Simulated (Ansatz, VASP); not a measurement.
# One calculation of Al2P3, two programs

```
Al P
1.0
     4.63907    0.00000    0.00000
     0.00000    4.63907    0.00000
     0.00000    0.00000    4.77263
Al P
2 3
Cartesian
  2.3195 0.0000 0.0000
  0.0000 2.3195 0.0000
  2.3195 0.0000 2.3863
  0.0000 2.3195 2.3863
  0.0000 0.0000 0.0000
```

Alike in both runs: task relaxation of cell and atoms; functional PBE; k mesh 8 × 8 × 8; occupations gaussian, width 0.1 eV; no spin polarisation.

```csv
,VASP,Ansatz
version,VASP 6.6.1,Ansatz 0.2.0
potentials or method,"VASP PAW PBE potentials, release 64 (Al, P), cutoff 600 eV","scalar-relativistic, plane waves, PAW"
valence electrons in the cell,21,21
```

VASP gave:

```
gap on the k mesh at the Fermi level, each at its own relaxed structure (eV) : none
relaxed volume (Å³/atom)                                                     : 20.66
relaxed cell length with the largest relative difference (Å)                 : 4.767
```

Estimate Ansatz's values.

gap on the k mesh at the Fermi level, each at its own relaxed structure (eV): none; relaxed volume (Å³/atom): 20.68; relaxed cell length with the largest relative difference (Å): 4.769.

A gap of «none» marks a metal or a gap that the smearing closes.
